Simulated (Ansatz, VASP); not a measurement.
Au in VASP and in Ansatz

The input INCAR:

```
  PREC = Accurate
  ENCUT = 520
  EDIFF = 1E-7
  ISMEAR = 0
  SIGMA = 0.15
  LREAL = F
  LASPH = T
  NELM = 60
  ALGO = Fast
  ISIF = 2
  LWAVE = F
  LCHARG = F
  GGA = PS
  NBANDS = 12
```

Contents of KPOINTS:

```
Automatic mesh
0
Gamma
  20 20 20
```

File POSCAR:

```
Au
1.0
   -1.6324099650      1.6324099650      1.6075509300
    1.6324099650     -1.6324099650      1.6075509300
    1.6324099650      1.6324099650     -1.6075509300
Au
1
Direct
    0.0000000000      0.0000000000      0.0000000000
```

Input for Ansatz:

```yaml
crystal:
  lattice:
    - [-1.632409965, 1.632409965, 1.60755093]
    - [1.632409965, -1.632409965, 1.60755093]
    - [1.632409965, 1.632409965, -1.60755093]
  atoms:
    - { symbol: Au, position: [0.0, 0.0, 0.0] }
basis:
  ecutwfc: 420
kpoints:
  mp_grid: { grid: [20, 20, 20] }
hamiltonian:
  xc: pbesol
scf:
  occupations: { method: gaussian, width: 0.15 }
output:
  forces: true
  stress: true
  eigenvalues: true
```

Change from the starting cell: strain -0.015 along x and y, -0.030 along z, atoms carried along.

Alike in both runs: task single point; functional PBEsol; k mesh 20 × 20 × 20; occupations gaussian, width 0.15 eV; no spin polarisation.

|  | VASP | Ansatz |
| --- | --- | --- |
| version | VASP 6.6.1 | Ansatz 0.2.0 |
| potentials or method | VASP PAW PBE potentials, release 64 (Au), cutoff 520 eV | scalar-relativistic, plane waves, PAW |
| valence electrons in the cell | 11 | 19 |

```tsv
	VASP	Ansatz	Ansatz less VASP
gap on the k mesh at the Fermi level (eV)	none	none	-
pressure (GPa)	-1.1	-0.9	+0.25
```

VASP's potentials were made for PBE, not for PBEsol. A gap of «none» marks a metal or a gap that the smearing closes. VASP's potentials hold 11 valence electrons a cell and Ansatz's 19, so a difference there can come from the potentials and not from the codes.

Spin-orbit coupling is off throughout.
